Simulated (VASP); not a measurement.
Wanted: the native input for a VASP 6.6.1 run.

```yaml
Task: relaxation of cell and atoms
Functional: PBE
Potentials_or_basis: VASP PAW PBE potentials, release 64 (Sb, Bi_d, O)
Cutoff: 600 eV
k_mesh: 6 × 6 × 12
Occupations: gaussian, width 0.1 eV
Spin: no spin polarisation
Dipole_correction: no
Further_INCAR_settings: ALGO = Normal; EDIFF = 1e-07; IBRION = 2; EDIFFG = -0.01; NSW = 100; ISIF = 3
```

The structure of BiSb3O2 lies in POSCAR:

```
BiSb3O2
1.0
    7.2451194177      0.0000000000      0.0000000000
   -3.6225597088      6.2744574691      0.0000000000
    0.0000000000      0.0000000000      3.2036222266
Sb Bi O
3 1 2
Direct
    0.0000000000      0.5000000000      0.9138992983
    0.5000000000      0.0000000000      0.9138992983
    0.5000000000      0.5000000000      0.9138992983
    0.0000000000      0.0000000000      0.9288724390
    0.6666666667      0.3333333333      0.7497122881
    0.3333333333      0.6666666667      0.7497122881
```

The cell was built from a structure type or drawn by symmetry, and may not be a known phase.

The input as run:

INCAR

```
SYSTEM = BiSb3O2
PREC = Accurate
ENCUT = 600
EDIFF = 1E-7
ISMEAR = 0
SIGMA = 0.1
LREAL = .False.
LASPH = .True.
NELM = 100
ALGO = Normal
ISIF = 3
LWAVE = .False.
LCHARG = .False.
GGA = PE
IBRION = 2
NSW = 100
EDIFFG = -0.01
```

KPOINTS

```
regular mesh
0
Gamma
  6 6 12
  0 0 0
```

Potentials or basis: VASP PAW PBE potentials, release 64 (Sb, Bi_d, O).

The run is started by

```bash
$ cat potpaw_PBE.64/Sb/POTCAR potpaw_PBE.64/Bi_d/POTCAR potpaw_PBE.64/O/POTCAR > POTCAR
$ mpirun -np 1 vasp_std > vasp.out
```

It gave:

```
Relaxed volume                        : 24.89 Å³/atom
Relaxed cell                          : a = 7.389 Å, b = 7.389 Å, c = 3.159 Å, α = 90.00°, β = 90.00°, γ = 120.00°
Space group after relaxing (to 0.1 Å) : P6/mmm (No. 191)
Energy gained by relaxing             : 12.2 meV/atom
Ionic steps                           : 20
Pressure after relaxing               : 0.0 GPa
Largest force after relaxing          : 0.010 eV/Å
Band gap on the k mesh                : zero (bands 21 and 22 overlap by 2.65 eV)
```

Caveat: spin-orbit coupling is left out, which moves the levels of the heavy elements.

It took 25 min on 1 thread of AMD EPYC 9R45 96-Core Processor (Zen 5), on a shared host, peak memory 0.46 GiB.
